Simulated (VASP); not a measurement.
The system is I.

```
I
1.0
     2.37739   -3.63429   -0.15988
     2.37739    3.63429   -0.15988
    -1.66807    0.00000    2.41857
I
1
Direct
  0.50000 0.50000 0.50000
```

* Program: VASP 6.6.1
* Task: relaxation of cell and atoms
* Functional: PBE
* Potentials or basis: VASP PAW PBE potentials, release 64 (I)
* Cutoff: 600 eV
* k mesh: 12 × 12 × 18
* Occupations: gaussian, width 0.1 eV
* Spin: no spin polarisation

At the start: pressure 1.4 GPa; volume 39.85 Å³/atom.

Task: How do energy, volume and symmetry change on relaxing?

Result: Over 47 steps the energy falls by 35.1 meV/atom and the volume is 51.89 Å³/atom (+30.2 %); space group Immm (No. 71, to 0.1 Å) before and after.

The path:
```
step  energy change (eV)  largest force (eV/Å)  pressure (GPa)  volume (Å³)
   1              0.0000                0.0000            1.40        39.85
   3             -0.0120                0.0000           -0.23        42.84
   5             -0.0263                0.0000            0.26        46.07
   7             -0.0286                0.0000           -0.24        48.08
   9             -0.0318                0.0000           -0.03        49.92
  11             -0.0322                0.0000            0.12        51.06
  13             -0.0337                0.0000           -0.28        54.03
  15             -0.0342                0.0000           -0.14        53.71
  17             -0.0347                0.0000           -0.06        54.29
  19             -0.0348                0.0000           -0.03        54.19
  21             -0.0348                0.0000           -0.01        54.15
  23             -0.0348                0.0000           -0.04        53.99
  25             -0.0348                0.0000           -0.02        54.06
  27             -0.0348                0.0000           -0.03        54.07
  29             -0.0348                0.0000           -0.01        54.01
  31             -0.0348                0.0000            0.00        53.99
  33             -0.0348                0.0000            0.00        53.87
  35             -0.0349                0.0000            0.00        53.31
  37             -0.0350                0.0000            0.01        51.11
  39             -0.0351                0.0000            0.03        51.90
  41             -0.0351                0.0000            0.00        51.94
  43             -0.0351                0.0000           -0.02        51.91
  45             -0.0351                0.0000           -0.01        51.93
  47             -0.0351                0.0000            0.00        51.89
```

Final structure:
```
I
1.0
     2.45217   -4.52174   -0.12716
     2.45217    4.52174   -0.12716
    -1.68629    0.00000    2.42742
I
1
Direct
  0.50000 0.50000 0.50000
```

Caveat: the volume moved by over 15 % at a fixed basis, so the end points are rough; an odd number of electrons without spin polarisation forces a metal; a magnetic or distorted state may lie lower.
